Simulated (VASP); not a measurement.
# Au (P6_3/mmc) in VASP: a series of runs

The runs below take Au through single point, with LDA.

Program: VASP 6.6.1. These are calculated values, not measurements. Logs are shortened: lines on timing, memory, paths and dates and some standing lists are left out, and cuts for length are marked.

### 1 The cell of the first run

The structure is hexagonal, space group P6_3/mmc (No. 194). Conventional cell: a = 2.837 Å, b = 2.837 Å, c = 4.762 Å, α = 90.00°, β = 90.00°, γ = 120.00°. Within 3.7 Å of Au (site symmetry -6m2) lie 12 Au at 2.84 to 2.89 Å.

This isn't the form of Au at room conditions, which is fcc.

### 2 Single point, LDA

POSCAR

```
Au
1.0
    2.8369245852      0.0000000000      0.0000000000
   -1.4184622926      2.4568487594      0.0000000000
    0.0000000000      0.0000000000      4.7621243827
Au
2
Direct
    0.3333333333      0.6666666667      0.2500000000
    0.6666666667      0.3333333333      0.7500000000
```

INCAR.step1

```
SYSTEM = Au
ALGO     = Normal         ! electronic algorithm
EDIFF    = 1E-6           ! SCF threshold, eV
ENCUT    = 400            ! plane-wave cutoff, eV
GGA_COMPAT= .FALSE.      
ISIF     = 2              ! what is computed and relaxed
ISMEAR   = -1             ! smearing method
LASPH    = .TRUE.         ! aspherical terms in the spheres
LCHARG   = .TRUE.         ! write CHGCAR
LMAXMIX  = 4              ! l up to which the mixer works
LORBIT   = 11             ! projections on sites
LREAL    = .FALSE.        ! projectors in reciprocal space
LWAVE    = .FALSE.        ! write WAVECAR
NBANDS   = 18             ! bands
NEDOS    = 2001           ! points of the DOS
NELM     = 120            ! most SCF steps
PREC     = Accurate       ! precision mode
SIGMA    = 0.08           ! smearing width, eV
```

KPOINTS.step1

```
k-points
0
G
  15 15 8
  0 0 0
```

INCAR.step2

```
SYSTEM = Au
ALGO     = Normal         ! electronic algorithm
EDIFF    = 1E-6           ! SCF threshold, eV
ENCUT    = 400            ! plane-wave cutoff, eV
GGA_COMPAT= .FALSE.      
ICHARG   = 11             ! starting density
ISIF     = 2              ! what is computed and relaxed
ISMEAR   = -5             ! smearing method
LASPH    = .TRUE.         ! aspherical terms in the spheres
LCHARG   = .FALSE.        ! write CHGCAR
LMAXMIX  = 4              ! l up to which the mixer works
LORBIT   = 11             ! projections on sites
LREAL    = .FALSE.        ! projectors in reciprocal space
LWAVE    = .FALSE.        ! write WAVECAR
NBANDS   = 18             ! bands
NEDOS    = 2001           ! points of the DOS
NELM     = 120            ! most SCF steps
PREC     = Accurate       ! precision mode
SIGMA    = 0.08           ! smearing width, eV
```

KPOINTS.step2

```
k-points
0
G
  23 23 12
  0 0 0
```

Potentials or basis: VASP PAW LDA potentials, release 64 (Au).

Started as:

```
$ cat potpaw_LDA.64/Au/POTCAR > POTCAR
$ cp INCAR.step1 INCAR
$ cp KPOINTS.step1 KPOINTS
$ mpirun -np 1 vasp_std > vasp.out
$ cp INCAR.step2 INCAR
$ cp KPOINTS.step2 KPOINTS
$ mpirun -np 1 vasp_std > vasp.out
```

OUTCAR:

```text
SYSTEM = Au
   EDIFF = 1E-6
   ENCUT = 400
   ICHARG = 11
   ISIF = 2
   ISMEAR = -5
   LASPH = .TRUE.
   LORBIT = 11
   LREAL = .FALSE.
   NELM = 120
   PREC = Accurate

 ion  position               nearest neighbor table
   1  0.333  0.667  0.250-   2 2.89   2 2.89   2 2.89   2 2.89   2 2.89   2 2.89
   2  0.667  0.333  0.750-   1 2.89   1 2.89   1 2.89   1 2.89   1 2.89   1 2.89

  LATTYP: Found a hexagonal cell.
 ALAT       =     2.8369245852
 C/A-ratio  =     1.6786221275

  Lattice vectors:

 A1 = (   2.8369245852,   0.0000000000,   0.0000000000)
 A2 = (  -1.4184622926,   2.4568487594,   0.0000000000)
 A3 = (   0.0000000000,   0.0000000000,   4.7621243827)

Analysis of symmetry for initial positions (statically):
=====================================================================
 Subroutine PRICEL returns:
 Original cell was already a primitive cell.

 Routine SETGRP: Setting up the symmetry group for a
 hexagonal supercell.

 Subroutine GETGRP returns: Found 24 space group operations
 (whereof 12 operations were pure point group operations)
 out of a pool of 24 trial point group operations.

The static configuration has the point symmetry D_3d.
 The point group associated with its full space group is D_6h.

Analysis of symmetry for dynamics (positions and initial velocities):
=====================================================================
 Subroutine PRICEL returns:
 Original cell was already a primitive cell.

 Routine SETGRP: Setting up the symmetry group for a
 hexagonal supercell.

 Subroutine GETGRP returns: Found 24 space group operations
 (whereof 12 operations were pure point group operations)
 out of a pool of 24 trial point group operations.

The dynamic configuration has the point symmetry D_3d.
 The point group associated with its full space group is D_6h.

 Subroutine INISYM returns: Found 24 space group operations
 (whereof 12 operations are pure point group operations),
 and found     1 'primitive' translations

----------------------------------------------------------------------------------------

                                     Primitive cell

  volume of cell :      33.1915

  direct lattice vectors                    reciprocal lattice vectors
     2.836924585  0.000000000  0.000000000     0.352494390  0.203512731  0.000000000
[... 92 lines left out ...]
   IBRION =     -1    ionic relax: 0-MD 1-quasi-New 2-CG
   NFREE  =      0    steps in history (QN), initial steepest desc. (CG)
   ISIF   =      2    stress and relaxation
   ISYM   =      2    0-nonsym 1-usesym 2-fastsym
   POTIM  = 0.5000    time-step for ionic-motion
   TEBEG  =    0.0;   TEEND  =   0.0 temperature during run
   PSTRESS=    0.0 pullay stress
   NELECT =      22.0000    total number of electrons
   NUPDOWN=      -1.0000    fix difference up-down
   EMIN   =  10.00;   EMAX   =-10.00  energy-range for DOS
   EFERMI =   0.00;   METHOD = LEGACY
   ISMEAR =    -5;   SIGMA  =   0.08  broadening in eV -4-tet -1-fermi 0-gaus
   EFERMI_NEDOS =   21; number of points for ismear=-14 and -15
   IALGO  =     38    algorithm
   IMIX   =      4    mixing-type and parameters
     AMIX     =   0.40;   BMIX     =  1.00
     AMIX_MAG =   1.60;   BMIX_MAG =  1.00
  volume/ion in A,a.u.               =      16.60       111.99
  Fermi-wavevector in a.u.,A,eV,Ry     =   1.427382  2.697360 27.720756  2.037418
  Thomas-Fermi vector in A             =   2.547557
   LORBIT       =     11    0 simple, 1 ext, 2 COOP (PROOUT), +10 PAW based schemes
   GGA     = CA    functional components
   LHFCALC =     F    Hartree Fock is set to
   AEXX    =    0.0000 exact exchange contribution
   IVDW    =     0    specifies the selected vdW correction
   LEPSILON=     F    determine dielectric tensor
   LRPA    =     F    only Hartree local field effects (RPA)
 non-spin polarized calculation
 Fermi weights with tetrahedron method with Bloechl corrections
  energy-cutoff  :      400.00
  volume of cell :       33.19
 maximum number of plane-waves:       620
 NGX is ok and might be reduce to    20

 number of electron      22.0000009 magnetization

 Free energy of the ion-electron system (eV)
  ---------------------------------------------------
  ext. energy  EPLUGINS =         0.00000000
  ---------------------------------------------------
  free energy    TOTEN  =        -8.87829723 eV

  energy without entropy =       -8.87829723  energy(sigma->0) =       -8.87829723

 E-fermi :   9.7230     XC(G=0): -13.1365

 val. band max:        9.8022882548   @ k =   0.4783   0.0435   0.2500
 cond. band min:       9.7376347039   @ k =   0.1739  -0.0000   0.1667
 fundamental gap:     -0.0646535509
 Fermi energy:         9.7230145450

 k-point     1 :       0.0000    0.0000    0.0000
  band No.  band energies     occupation
      1      -0.4596      2.00000
      2       2.0473      2.00000
      3       4.6958      2.00000
      4       4.9918      2.00000
      5       4.9918      2.00000
      6       5.3231      2.00000
[... 481 lines left out ...]
      5       5.2272      2.00000
      6       5.4021      2.00000
[... 10 lines left out ...]
     17      26.9645      0.00000
     18      27.4644      0.00000

 [... further k-points ...]

------------------------ aborting loop because EDIFF is reached ----------------------------------------

  FORCE on cell =-STRESS in cart. coord.  units (eV):
  Direction    XX          YY          ZZ          XY          YZ          ZX
  --------------------------------------------------------------------------------------
  -------------------------------------------------------------------------------------
  Total        0.0291564      0.0291564     -0.0187525      0.0000000      0.0000000      0.0000000
  in kB        1.4073996      1.4073996     -0.9051972      0.0000000      0.0000000      0.0000000
  external PRESSURE =       0.6365340 kB  Pullay stress =       0.0000000 kB

 VOLUME and BASIS-vectors are now :
 -----------------------------------------------------------------------------
  energy-cutoff  :      400.00
  volume of cell :       33.19
      direct lattice vectors                 reciprocal lattice vectors
     2.836924585  0.000000000  0.000000000     0.352494390  0.203512731  0.000000000
    -1.418462293  2.456848759  0.000000000     0.000000000  0.407025461  0.000000000
     0.000000000  0.000000000  4.762124383     0.000000000  0.000000000  0.209990315

 POSITION                                       TOTAL-FORCE (eV/Angst)
 -----------------------------------------------------------------------------------
     -0.00000      1.63790      1.19053        -0.000000      0.000000      0.000000
      1.41846      0.81895      3.57159         0.000000     -0.000000      0.000000
 -----------------------------------------------------------------------------------
    total drift:                               -0.000000      0.000000     -0.000000

  FREE ENERGIE OF THE ION-ELECTRON SYSTEM (eV)
  ---------------------------------------------------
  free  energy   TOTEN  =        -8.8782972326 eV

  energy  without entropy=       -8.8782972326  energy(sigma->0) =       -8.87829723

 total charge

# of ion       s       p       d       tot
------------------------------------------
    1        0.551   0.381   8.759   9.692
    2        0.551   0.381   8.759   9.692
--------------------------------------------------
tot          1.103   0.763  17.519  19.384
```

Run time: 90 s. Hardware: 1 thread of Intel Xeon 6975P-C (Granite Rapids), shared host; peak memory 0.25 GiB.

What came out:

```
Valence electrons inside the program's atomic spheres : Au 9.69
```

Caveat: spin-orbit coupling is left out, which moves the levels of the heavy elements; tetrahedron occupations give inexact forces and stress in metals.

### 3 Single point, LDA (16.60 Å³/atom)

POSCAR is that of step 2.

INCAR.step1

```
SYSTEM = Au
ALGO = Normal
EDIFF = 1E-6
ENCUT = 400
GGA = CA
GGA_COMPAT = .FALSE.
ISIF = 2
ISMEAR = -1
LASPH = .TRUE.
LCHARG = .TRUE.
LMAXMIX = 4
LORBIT = 11
LREAL = .FALSE.
LWAVE = .FALSE.
NBANDS = 18
NEDOS = 2001
NELM = 120
PREC = Accurate
SIGMA = 0.08
```

KPOINTS.step1 is that of step 2.

INCAR.step2

```
SYSTEM = Au
ALGO = Normal
EDIFF = 1E-6
ENCUT = 400
GGA = CA
GGA_COMPAT = .FALSE.
ICHARG = 11
ISIF = 2
ISMEAR = -5
LASPH = .TRUE.
LCHARG = .FALSE.
LMAXMIX = 4
LORBIT = 11
LREAL = .FALSE.
LWAVE = .FALSE.
NBANDS = 18
NEDOS = 1001
NELM = 120
PREC = Accurate
SIGMA = 0.08
```

KPOINTS.step2 is that of step 2.

Potentials or basis: VASP PAW LDA potentials, release 64 (Au).

Started as:

```
$ cat potpaw_LDA.64/Au/POTCAR > POTCAR
$ cp INCAR.step1 INCAR
$ cp KPOINTS.step1 KPOINTS
$ mpirun -np 1 vasp_std > vasp.out
$ cp INCAR.step2 INCAR
$ cp KPOINTS.step2 KPOINTS
$ mpirun -np 1 vasp_std > vasp.out
```

OUTCAR:

```text
SYSTEM = Au
   EDIFF = 1E-6
   ENCUT = 400
   GGA = CA
   ICHARG = 11
   ISIF = 2
   ISMEAR = -5
   LASPH = .TRUE.
   LORBIT = 11
   LREAL = .FALSE.
   NELM = 120
   PREC = Accurate

 ion  position               nearest neighbor table
   1  0.333  0.667  0.250-   2 2.89   2 2.89   2 2.89   2 2.89   2 2.89   2 2.89
   2  0.667  0.333  0.750-   1 2.89   1 2.89   1 2.89   1 2.89   1 2.89   1 2.89

  LATTYP: Found a hexagonal cell.
 ALAT       =     2.8369245852
 C/A-ratio  =     1.6786221275

  Lattice vectors:

 A1 = (   2.8369245852,   0.0000000000,   0.0000000000)
 A2 = (  -1.4184622926,   2.4568487594,   0.0000000000)
 A3 = (   0.0000000000,   0.0000000000,   4.7621243827)

Analysis of symmetry for initial positions (statically):
=====================================================================
 Subroutine PRICEL returns:
 Original cell was already a primitive cell.

 Routine SETGRP: Setting up the symmetry group for a
 hexagonal supercell.

 Subroutine GETGRP returns: Found 24 space group operations
 (whereof 12 operations were pure point group operations)
 out of a pool of 24 trial point group operations.

The static configuration has the point symmetry D_3d.
 The point group associated with its full space group is D_6h.

Analysis of symmetry for dynamics (positions and initial velocities):
=====================================================================
 Subroutine PRICEL returns:
 Original cell was already a primitive cell.

 Routine SETGRP: Setting up the symmetry group for a
 hexagonal supercell.

 Subroutine GETGRP returns: Found 24 space group operations
 (whereof 12 operations were pure point group operations)
 out of a pool of 24 trial point group operations.

The dynamic configuration has the point symmetry D_3d.
 The point group associated with its full space group is D_6h.

 Subroutine INISYM returns: Found 24 space group operations
 (whereof 12 operations are pure point group operations),
 and found     1 'primitive' translations

----------------------------------------------------------------------------------------

                                     Primitive cell

  volume of cell :      33.1915

  direct lattice vectors                    reciprocal lattice vectors
     2.836924585  0.000000000  0.000000000     0.352494390  0.203512731  0.000000000
    -1.418462293  2.456848759  0.000000000     0.000000000  0.407025461  0.000000000
     0.000000000  0.000000000  4.762124383     0.000000000  0.000000000  0.209990315

  length of vectors
     2.836924585  2.836924585  4.762124383     0.407025461  0.407025461  0.209990315

  position of ions in fractional coordinates (direct lattice)
     0.333333333  0.666666667  0.250000000
     0.666666667  0.333333333  0.750000000

  ion indices of the primitive-cell ions
   primitive index   ion index
                 1           1
                 2           2

----------------------------------------------------------------------------------------

 KPOINTS: k-points

Automatic generation of k-mesh.
 Grid dimensions read from file:
 generate k-points for:   23   23   12

[... 24 lines left out ...]
  0.086957 -0.000000  0.000000      6.000000
  0.130435 -0.000000  0.000000      6.000000
  0.173913 -0.000000  0.000000      6.000000
  0.217391 -0.000000  0.000000      6.000000
[... 16 lines left out ...]
  0.478261  0.043478  0.000000      6.000000
  0.086957  0.086957  0.000000      6.000000
 [... further k-points ...]
   k-points           NKPTS =    392   k-points in BZ     NKDIM =    392   number of bands    NBANDS=     18
   number of dos      NEDOS =   1001   number of ions     NIONS =      2
   total plane-waves  NPLWV =  12800
   dimension x,y,z NGX =    20 NGY =   20 NGZ =   32
   dimension x,y,z NGXF=    40 NGYF=   40 NGZF=   64
   ions per type =               2
   NGX,Y,Z   is equivalent  to a cutoff of  11.72, 11.72, 11.17 a.u.
   NGXF,Y,Z  is equivalent  to a cutoff of  23.44, 23.44, 22.34 a.u.
 SYSTEM =  Au
   PREC   = accura    normal or accurate (medium, high low for compatibility)
   ISTART =      0    job   : 0-new  1-cont  2-samecut
   ICHARG =     11    charge: 1-file 2-atom 10-const
   ISPIN  =      1    spin polarized calculation?
   LNONCOLLINEAR =      F non collinear calculations
   LSORBIT =      F    spin-orbit coupling
   LASPH  =      T    aspherical Exc in radial PAW
   ENCUT  =  400.0 eV  29.40 Ry    5.42 a.u.   4.63  4.63  7.77*2*pi/ulx,y,z
   NELM   =    120;   NELMIN=  2; NELMDL=  0     # of ELM steps
   EDIFF  = 0.1E-05   stopping-criterion for ELM
   LREAL  =      F    real-space projection
   EDIFFG = 0.1E-04   stopping-criterion for IOM
   NSW    =      0    number of steps for IOM
   IBRION =     -1    ionic relax: 0-MD 1-quasi-New 2-CG
   NFREE  =      0    steps in history (QN), initial steepest desc. (CG)
   ISIF   =      2    stress and relaxation
   ISYM   =      2    0-nonsym 1-usesym 2-fastsym
   POTIM  = 0.5000    time-step for ionic-motion
   TEBEG  =    0.0;   TEEND  =   0.0 temperature during run
   PSTRESS=    0.0 pullay stress
   NELECT =      22.0000    total number of electrons
   NUPDOWN=      -1.0000    fix difference up-down
   EMIN   =  10.00;   EMAX   =-10.00  energy-range for DOS
   EFERMI =   0.00;   METHOD = LEGACY
   ISMEAR =    -5;   SIGMA  =   0.08  broadening in eV -4-tet -1-fermi 0-gaus
   EFERMI_NEDOS =   21; number of points for ismear=-14 and -15
   IALGO  =     38    algorithm
   IMIX   =      4    mixing-type and parameters
     AMIX     =   0.40;   BMIX     =  1.00
     AMIX_MAG =   1.60;   BMIX_MAG =  1.00
  volume/ion in A,a.u.               =      16.60       111.99
  Fermi-wavevector in a.u.,A,eV,Ry     =   1.427382  2.697360 27.720756  2.037418
  Thomas-Fermi vector in A             =   2.547557
   LORBIT       =     11    0 simple, 1 ext, 2 COOP (PROOUT), +10 PAW based schemes
   GGA     = CA    functional components
   LHFCALC =     F    Hartree Fock is set to
   AEXX    =    0.0000 exact exchange contribution
   IVDW    =     0    specifies the selected vdW correction
   LEPSILON=     F    determine dielectric tensor
   LRPA    =     F    only Hartree local field effects (RPA)
 non-spin polarized calculation
 Fermi weights with tetrahedron method with Bloechl corrections
  energy-cutoff  :      400.00
  volume of cell :       33.19
 maximum number of plane-waves:       620
 NGX is ok and might be reduce to    20

 number of electron      22.0000009 magnetization

 Free energy of the ion-electron system (eV)
  ---------------------------------------------------
  ext. energy  EPLUGINS =         0.00000000
  ---------------------------------------------------
  free energy    TOTEN  =        -8.87829723 eV

  energy without entropy =       -8.87829723  energy(sigma->0) =       -8.87829723

 E-fermi :   9.7230     XC(G=0): -13.1365

 val. band max:        9.8022882548   @ k =   0.4783   0.0435   0.2500
 cond. band min:       9.7376347039   @ k =   0.1739  -0.0000   0.1667
 fundamental gap:     -0.0646535509
 Fermi energy:         9.7230145451

 k-point     1 :       0.0000    0.0000    0.0000
  band No.  band energies     occupation
      1      -0.4596      2.00000
      2       2.0473      2.00000
      3       4.6958      2.00000
      4       4.9918      2.00000
      5       4.9918      2.00000
      6       5.3231      2.00000
[... 481 lines left out ...]
      5       5.2272      2.00000
      6       5.4021      2.00000
[... 10 lines left out ...]
     17      26.9645      0.00000
     18      27.4644      0.00000

 [... further k-points ...]

------------------------ aborting loop because EDIFF is reached ----------------------------------------

  FORCE on cell =-STRESS in cart. coord.  units (eV):
  Direction    XX          YY          ZZ          XY          YZ          ZX
  --------------------------------------------------------------------------------------
  -------------------------------------------------------------------------------------
  Total        0.0291564      0.0291564     -0.0187525      0.0000000      0.0000000      0.0000000
  in kB        1.4073998      1.4073998     -0.9051972      0.0000000      0.0000000      0.0000000
  external PRESSURE =       0.6365341 kB  Pullay stress =       0.0000000 kB

 VOLUME and BASIS-vectors are now :
 -----------------------------------------------------------------------------
  energy-cutoff  :      400.00
  volume of cell :       33.19
      direct lattice vectors                 reciprocal lattice vectors
     2.836924585  0.000000000  0.000000000     0.352494390  0.203512731  0.000000000
    -1.418462293  2.456848759  0.000000000     0.000000000  0.407025461  0.000000000
     0.000000000  0.000000000  4.762124383     0.000000000  0.000000000  0.209990315

 POSITION                                       TOTAL-FORCE (eV/Angst)
 -----------------------------------------------------------------------------------
     -0.00000      1.63790      1.19053        -0.000000      0.000000      0.000000
      1.41846      0.81895      3.57159         0.000000     -0.000000      0.000000
 -----------------------------------------------------------------------------------
    total drift:                               -0.000000      0.000000     -0.000000

  FREE ENERGIE OF THE ION-ELECTRON SYSTEM (eV)
  ---------------------------------------------------
  free  energy   TOTEN  =        -8.8782972316 eV

  energy  without entropy=       -8.8782972316  energy(sigma->0) =       -8.87829723

 total charge

# of ion       s       p       d       tot
------------------------------------------
    1        0.551   0.381   8.759   9.692
    2        0.551   0.381   8.759   9.692
--------------------------------------------------
tot          1.103   0.763  17.519  19.384
```

It took 95 s on 1 thread of Intel Xeon 6975P-C (Granite Rapids), shared host; peak memory 0.25 GiB.

What came out:

```yaml
Valence_electrons_inside_the_program's_atomic_spheres: Au 9.69
```

Levels at points of the mesh, in eV from the Fermi level:
```csv
k point,band 7,band 8,band 9,band 10,band 11,band 12,band 13,band 14,band 15,band 16
"(0.00, 0.00, 0.00)",-4.40,-3.66,-3.66,-2.21,-2.21,-1.31,2.81,14.55,15.69,16.78
"(0.00, 0.00, 0.50)",-4.77,-4.77,-2.70,-2.70,-2.70,-2.70,10.81,10.81,14.85,14.85
```

Caveat: spin-orbit coupling is left out, which moves the levels of the heavy elements; tetrahedron occupations give inexact forces and stress in metals.
